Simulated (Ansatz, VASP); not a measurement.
## Two plane-wave programs on Si

```
Si
1.0
     3.95400    0.00000    0.00000
    -1.97700    3.42426    0.00000
     0.00000    0.00000   28.00000
Si
2
Direct
  0.33333 0.66667 0.51786
  0.66667 0.33333 0.48214
```

Alike in both runs: task single point; functional LDA; k mesh 15 × 15 × 1; occupations gaussian, width 0.1 eV; no spin polarisation.

|  | VASP | Ansatz |
| --- | --- | --- |
| version | VASP 6.6.1 | Ansatz 0.2.0 |
| potentials or method | VASP PAW LDA potentials, release 64 (Si), cutoff 520 eV | scalar-relativistic, plane waves, PAW |
| valence electrons in the cell | 8 | 8 |

|  | VASP | Ansatz | Ansatz less VASP |
| --- | --- | --- | --- |
| gap on the k mesh at the Fermi level (eV) | none | none | - |
| rms of the force components (eV/Å) | 1.363 | 1.364 | +0.0009 |

Ansatz warns that its potentials were made for another functional, while VASP's fit it. LDA's correlation is that of Perdew and Zunger in VASP and of Perdew and Wang (1992) in Ansatz. Atom by atom the forces differ by 0.001 eV/Å (rms over components). A gap of «none» marks a metal or a gap that the smearing closes. Ansatz's warnings: xc potential rough in thin density.
